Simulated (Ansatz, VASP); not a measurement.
# ScAl3: VASP beside Ansatz

```
CELL_PARAMETERS angstrom
-4.07130 0.00000 -4.07130
0.00000 -4.07130 -4.07130
-4.07130 -4.07130 0.00000
ATOMIC_POSITIONS crystal
Sc 0.00000 0.00000 0.00000
Sc 0.50000 0.50000 0.50000
Al 0.99539 0.50461 0.50461
Al 0.50461 0.99539 0.99539
Al 0.99539 0.50461 0.99539
Al 0.50461 0.99539 0.50461
Al 0.49079 0.49079 0.00921
Al 0.00921 0.00921 0.49079
```

Change from the starting cell: mode 4 (152.5 1/cm) frozen in, largest displacement +0.075 Å.

Alike in both runs: task single point; functional PBEsol; k mesh 10 × 10 × 10; occupations gaussian, width 0.15 eV; no spin polarisation.

```csv
,VASP,Ansatz
version,VASP 6.6.1,Ansatz 0.2.0
potentials or method,"VASP PAW PBE potentials, release 64 (Sc_sv, Al), cutoff 520 eV","scalar-relativistic, plane waves, PAW"
valence electrons in the cell,40,40
```

Ansatz gave:

| Quantity | Value |
| --- | --- |
| gap on the k mesh at the Fermi level (eV) | none |
| pressure (GPa) | 0.1 |
| traceless stress, the component that is largest in VASP (GPa) | -0.08 |
| rms of the force components (eV/Å) | 0.061 |

**Question.** Which values does VASP return?

**Answer.** gap on the k mesh at the Fermi level (eV): none; pressure (GPa): 0.2; traceless stress, the component that is largest in VASP (GPa): -0.08; rms of the force components (eV/Å): 0.062.

VASP's potentials were made for PBE, not for PBEsol. Atom by atom the forces differ by 0.000 eV/Å (rms over components). A gap of «none» marks a metal or a gap that the smearing closes.
